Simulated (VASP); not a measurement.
Input of a VASP 6.6.1 run:

File INCAR:

```
  PREC = Accurate
  ENCUT = 520
  EDIFF = 1E-7
  ISMEAR = -1
  SIGMA = 0.05
  LREAL = F
  LASPH = T
  NELM = 100
  ALGO = Normal
  ISIF = 2
  LWAVE = F
  LCHARG = F
  GGA = PE
  NBANDS = 11
```

Contents of KPOINTS:

```
Automatic mesh
0
Gamma
  11 11 10
```

POSCAR

```
Sr
1.0
    3.9739386933      0.0000000000      0.0000000000
   -1.9869693467      3.4415318615      0.0000000000
    0.0000000000      0.0000000000      3.7001605894
Sr
1
Direct
    0.0000000000      0.0000000000      0.0000000000
```

Potentials or basis: VASP PAW PBE potentials, release 64 (Sr_sv).

Launch:

```bash
$ cat potpaw_PBE.64/Sr_sv/POTCAR > POTCAR
$ mpirun -np 1 vasp_std > vasp.out
```

(1) Predict the band gap on the k mesh.

(2) Predict the pressure.

Results:

(1) zero (band 5 reaches 1.95 eV, above the bottom of band 6 at 1.53 eV).

(2) 0.9 GPa.
